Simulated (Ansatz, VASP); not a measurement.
**Mn2ZnAs2 in VASP and in Ansatz**

File INCAR:

```
SYSTEM = Mn2ZnAs2
PREC     = Accurate       ! precision mode
ENCUT    = 520            ! plane-wave cutoff, eV
EDIFF    = 1E-6           ! SCF threshold, eV
ISMEAR   = 0              ! smearing method
SIGMA    = 0.1            ! smearing width, eV
LREAL    = .False.        ! projectors in reciprocal space
LASPH    = .True.         ! aspherical terms in the spheres
NELM     = 100            ! most SCF steps
ALGO     = Fast           ! electronic algorithm
ISIF     = 2              ! what is computed and relaxed
LWAVE    = .False.        ! write WAVECAR
LCHARG   = .False.        ! write CHGCAR
GGA      = PE             ! functional
NBANDS   = 32             ! bands
```

File KPOINTS:

```
Automatic mesh
0
Gamma
  12 12 6
  0 0 0
```

File POSCAR:

```
Mn2ZnAs2
1.0
    3.8051752774      0.0000000000      0.0000000000
   -1.9025876387      3.2953784561      0.0000000000
    0.0000000000      0.0000000000      6.1009043629
Mn Zn As
2 1 2
Direct
    0.3333333333      0.6666666667      0.3694400000
    0.6666666667      0.3333333333      0.6305600000
    0.0000000000      0.0000000000      0.0000000000
    0.3333333333      0.6666666667      0.7679300000
    0.6666666667      0.3333333333      0.2320700000
```

Input for Ansatz:

```yaml
crystal:
  lattice:
    - [3.8051752774, 0.0, 0.0]
    - [-1.9025876387, 3.2953784561, 0.0]
    - [0.0, 0.0, 6.1009043629]
  atoms:
    - { symbol: Mn, position: [0.3333333333, 0.6666666667, 0.36944] }
    - { symbol: Mn, position: [0.6666666667, 0.3333333333, 0.63056] }
    - { symbol: Zn, position: [0.0, 0.0, 0.0] }
    - { symbol: As, position: [0.3333333333, 0.6666666667, 0.76793] }
    - { symbol: As, position: [0.6666666667, 0.3333333333, 0.23207] }
basis:
  ecutwfc: 420
kpoints:
  mp_grid: { grid: [12, 12, 6] }
hamiltonian:
  xc: pbe
scf:
  occupations: { method: gaussian, width: 0.1 }
  lower_state_search: "off"
output:
  forces: true
  stress: true
  eigenvalues: true
```

Alike in both runs: task single point; functional PBE; k mesh 12 × 12 × 6; occupations gaussian, width 0.1 eV; no spin polarisation.

```csv
,VASP,Ansatz
version,VASP 6.6.1,Ansatz 0.2.0
potentials or method,"VASP PAW PBE potentials, release 64 (Mn_pv, Zn, As), cutoff 520 eV","scalar-relativistic, plane waves, PAW"
valence electrons in the cell,48,72
```

|  | VASP | Ansatz | Ansatz less VASP |
| --- | --- | --- | --- |
| gap on the k mesh at the Fermi level (eV) | none | none | - |
| pressure (GPa) | 2.2 | 1.8 | -0.39 |
| traceless stress, the component that is largest in VASP (GPa) | -4.86 | -4.88 | -0.019 |
| rms of the force components (eV/Å) | 0.595 | 0.598 | +0.0034 |

Atom by atom the forces differ by 0.004 eV/Å (rms over components). A gap of «none» marks a metal or a gap that the smearing closes. VASP's potentials hold 48 valence electrons a cell and Ansatz's 72, so a difference there can come from the potentials and not from the codes.
